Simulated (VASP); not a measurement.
Zr2O, 6 atoms in the cell. It takes space group Pn-3m (No. 224, cubic). Conventional cell: a = 4.876 Å, b = 4.876 Å, c = 4.876 Å, α = 90.00°, β = 90.00°, γ = 90.00°. Within 2.8 Å of Zr (site symmetry -3m) lie 2 O at 2.11 Å. Within 2.8 Å of O (site symmetry -43m) lie 4 Zr at 2.11 Å. 

* Program: VASP 6.6.1
* Task: single point
* Functional: r2SCAN
* Potentials or basis: VASP PAW PBE potentials, release 64 (Zr_sv, O)
* Cutoff: 520 eV
* k mesh: 4 × 4 × 4
* Occupations: gaussian, width 0.1 eV
* Spin: no spin polarisation
* Dipole correction: no
* Further INCAR settings: ALGO = Normal; EDIFF = 1e-06; NBANDS = 39

Potentials or basis: VASP PAW PBE potentials, release 64 (Zr_sv, O).

Launch:

```sh
$ cat potpaw_PBE.64/Zr_sv/POTCAR potpaw_PBE.64/O/POTCAR > POTCAR
$ cp INCAR.step1 INCAR
$ mpirun -np 1 vasp_std > vasp.out
$ cp INCAR.step2 INCAR
$ mpirun -np 1 vasp_std > vasp.out
```

Hardware: 1 thread of Intel(R) Xeon(R) Platinum 8488C (Sapphire Rapids), on a shared host.

Q: How long does it take, and how much memory?

A: Wall time 91 s on 1 thread of Intel(R) Xeon(R) Platinum 8488C (Sapphire Rapids), with other jobs on the host, peak memory 0.22 GiB. Counts: k points 10.
